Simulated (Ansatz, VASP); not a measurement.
# One calculation of TaC, two programs

```
CELL_PARAMETERS angstrom
0.00000 2.23768 2.23768
2.23768 0.00000 2.23768
2.23768 2.23768 0.00000
ATOMIC_POSITIONS crystal
Ta 0.50000 0.50000 0.50000
C 0.00000 0.00000 0.00000
```

Change from the starting cell: species swapped into the ZrC type (Fm-3m, No. 225).

Alike in both runs: functional PBE; k mesh 7 × 7 × 7; occupations gaussian, width 0.2 eV; no spin polarisation.

Ansatz relaxed the structure, and its values are those at the end. VASP's run is a single point on that final structure, the one shown.

|  | VASP | Ansatz |
| --- | --- | --- |
| version | VASP 6.6.1 | Ansatz 0.2.0 |
| potentials or method | VASP PAW PBE potentials, release 64 (Ta_pv, C), cutoff 600 eV | scalar-relativistic, plane waves, PAW |
| valence electrons in the cell | 15 | 17 |

```tsv
	VASP	Ansatz	Ansatz less VASP
gap on the k mesh at the Fermi level (eV)	none	none	-
pressure (GPa)	0.5	0.0	-0.55
```

A gap of «none» marks a metal or a gap that the smearing closes. VASP's potentials hold 15 valence electrons a cell and Ansatz's 17, so a difference there can come from the potentials and not from the codes.

Neither program's run includes spin-orbit coupling.
